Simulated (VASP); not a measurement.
Write the native input for VASP 6.6.1 that does the following.

* Task: single point
* Functional: PBEsol
* Potentials or basis: VASP PAW PBE potentials, release 64 (Ta_pv, N)
* Cutoff: 520 eV
* k mesh: 18 × 18 × 8
* Occupations: gaussian, width 0.15 eV
* Spin: no spin polarisation
* Dipole correction: no
* Further INCAR settings: ALGO = Normal; EDIFF = 1e-07; NBANDS = 24

The structure of TaN lies in POSCAR:

```
TaN
1.0
    2.9989913295      0.0000000000      0.0000000000
   -1.4994956648      2.5972026771      0.0000000000
    0.0000000000      0.0000000000      6.5581942394
Ta N
2 2
Direct
    0.3333333333      0.6666666667      0.0301041378
    0.6666666667      0.3333333333      0.5301041378
    0.3333333333      0.6666666667      0.3548958622
    0.6666666667      0.3333333333      0.8548958622
```

This cell differs from its parent crystal: volume 12.770 Å^3 an atom, c/a of the conventional cell 2.1868.

The input as run:

INCAR

```
PREC     = Accurate       # precision mode
ENCUT    = 520            # plane-wave cutoff, eV
EDIFF    = 1E-7           # SCF threshold, eV
ISMEAR   = 0              # smearing method
SIGMA    = 0.15           # smearing width, eV
LREAL    = False          # projectors in reciprocal space
LASPH    = True           # aspherical terms in the spheres
NELM     = 80             # most SCF steps
ALGO     = Normal         # electronic algorithm
ISIF     = 2              # what is computed and relaxed
LWAVE    = False          # write WAVECAR
LCHARG   = True           # write CHGCAR
GGA      = PS             # functional
LELF     = True           # ELF
LVHAR    = True         
NBANDS   = 24             # bands
```

KPOINTS

```
Automatic mesh
0
Gamma
  18 18 8
```

Potentials or basis: VASP PAW PBE potentials, release 64 (Ta_pv, N).

Command:

```bash
$ cat potpaw_PBE.64/Ta_pv/POTCAR potpaw_PBE.64/N/POTCAR > POTCAR
$ mpirun -np 1 vasp_std > vasp.out
```

Results of the run:

```
Pressure               : -2.8 GPa
Largest force          : 1.624 eV/Å
Band gap on the k mesh : zero (band 16 reaches 6.16 eV, above the bottom of band 17 at 6.13 eV)
```

Caveat: the PAW data sets were made with another functional, which shifts forces and pressure a little; spin-orbit coupling is left out, which moves the levels of the heavy elements.

Run time: 3.1 min on 1 thread of Intel(R) Xeon(R) Platinum 8488C (Sapphire Rapids) (shared host), peak memory 0.32 GiB.
